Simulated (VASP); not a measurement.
The system is CoH.

```
Co H
1.0
     0.00000    1.84296    1.84296
     1.84296    0.00000    1.84296
     1.84296    1.84296    0.00000
Co H
1 1
Direct
  0.00000 0.00000 0.00000
  0.50000 0.50000 0.50000
```

* Program: VASP 6.6.1
* Task: relaxation of cell and atoms
* Functional: PBEsol
* Potentials or basis: VASP PAW PBE potentials, release 64 (Co, H)
* Cutoff: 600 eV
* k mesh: 20 × 20 × 20
* Occupations: gaussian, width 0.1 eV
* Spin: collinear spin, ferromagnetic start
* Starting moments: [1.28, 0.0] μB

At the start: pressure -6.8 GPa; volume 6.26 Å³/atom.

Question: How do energy, volume and symmetry change on relaxing?

Answer: Over 3 steps the energy falls by 4.1 meV/atom and the volume is 6.07 Å³/atom (-3.0 %); space group Fm-3m (No. 225, to 0.1 Å) before and after; moment 1.13 μB per cell.

Step by step:
```
step  energy change (eV)  largest force (eV/Å)  pressure (GPa)  volume (Å³)
   1              0.0000                0.0000           -6.79        12.52
   2             -0.0077                0.0000            1.90        12.04
   3             -0.0082                0.0000            0.01        12.14
```

Final structure:
```
Co H
1.0
     0.00000    1.82419    1.82419
     1.82419    0.00000    1.82419
     1.82419    1.82419    0.00000
Co H
1 1
Cartesian
  0.0000 0.0000 0.0000
  1.8242 1.8242 1.8242
```

Caveat: the PAW data sets were made with another functional, which shifts forces and pressure a little.
